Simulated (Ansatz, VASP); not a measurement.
## One calculation of LiCl, two programs

```xyz
12
Lattice="6.8342 -0.0509 0.1597 -0.0509 6.7998 -0.0296 0.1597 -0.0296 6.6750" Properties=species:S:1:pos:R:3 pbc="T T T"
Li    5.1157    3.3302    0.2545
Li    3.6284   -0.1346    4.9023
Li   -0.0854    5.1098    3.3041
Li    0.2240    1.6254    3.3871
Li    1.7287    3.4079   -0.1014
Li    3.4550    0.0699    1.6944
Cl    3.3285    5.0794    0.1585
Cl    5.0501    6.7520    3.2994
Cl    0.1871    3.3699    5.0673
Cl    1.7982    6.7708    3.3232
Cl   -0.0168    3.5176    1.7058
Cl    3.2572    1.5783    0.1658
```

Change from the starting cell: cell x1, atoms moved at random (sigma 0.1 Å) and cell strained at random (1.5 %), then relaxed without symmetry.

Alike in both runs: task relaxation of cell and atoms; functional PBE; k mesh 2 × 2 × 2; occupations gaussian, width 0.1 eV; no spin polarisation.

```csv
,VASP,Ansatz
version,VASP 6.6.1,Ansatz 0.2.0
potentials or method,"VASP PAW PBE potentials, release 64 (Li_sv, Cl), cutoff 600 eV","scalar-relativistic, plane waves, PAW"
valence electrons in the cell,60,60
```

VASP gave:

* gap on the k mesh at the Fermi level, each at its own relaxed structure (eV): 5.35
* relaxed volume (Å³/atom): 25.93
* relaxed length of the cell vector where the two differ most in proportion (Å): 6.772

Task: What did Ansatz give for the same quantities?

Result: gap on the k mesh at the Fermi level, each at its own relaxed structure (eV): 5.34; relaxed volume (Å³/atom): 26.13; relaxed length of the cell vector where the two differ most in proportion (Å): 6.791.

The k mesh is coarse, so the values compare programs but aren't converged. Noted on VASP's run: the cutoff is under 1.25 times that of the potentials, so the pressure is a little rough.
